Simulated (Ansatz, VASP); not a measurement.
**AlRu: VASP beside Ansatz**

```
Al Ru
1.0
     2.99160    0.00000    0.00000
     0.00000    2.99160    0.00000
     0.00000    0.00000    2.97664
Al Ru
1 1
Direct
  0.00000 0.00000 0.00000
  0.50000 0.50000 0.50000
```

Change from the starting cell: strain -0.0050 x Voigt [0, 0, 1, 0, 0, 0], atoms carried along.

Alike in both runs: task single point; functional PBE; k mesh 16 × 16 × 16; occupations gaussian, width 0.15 eV; no spin polarisation.

```csv
,VASP,Ansatz
version,VASP 6.6.1,Ansatz 0.2.0
potentials or method,"VASP PAW PBE potentials, release 64 (Al, Ru_pv), cutoff 520 eV","scalar-relativistic, plane waves, PAW"
valence electrons in the cell,17,19
```

```csv
,VASP,Ansatz,Ansatz less VASP
gap on the k mesh at the Fermi level (eV),none,none,-
pressure (GPa),3.6,3.7,+0.09
"traceless stress, the component that is largest in VASP (GPa)",0.59,0.59,-0.001
```

A gap of «none» marks a metal or a gap that the smearing closes. The functional is the same, so the differences come from potentials, cutoffs and numerics. VASP's potentials hold 17 valence electrons a cell and Ansatz's 19, so a difference there can come from the potentials and not from the codes.
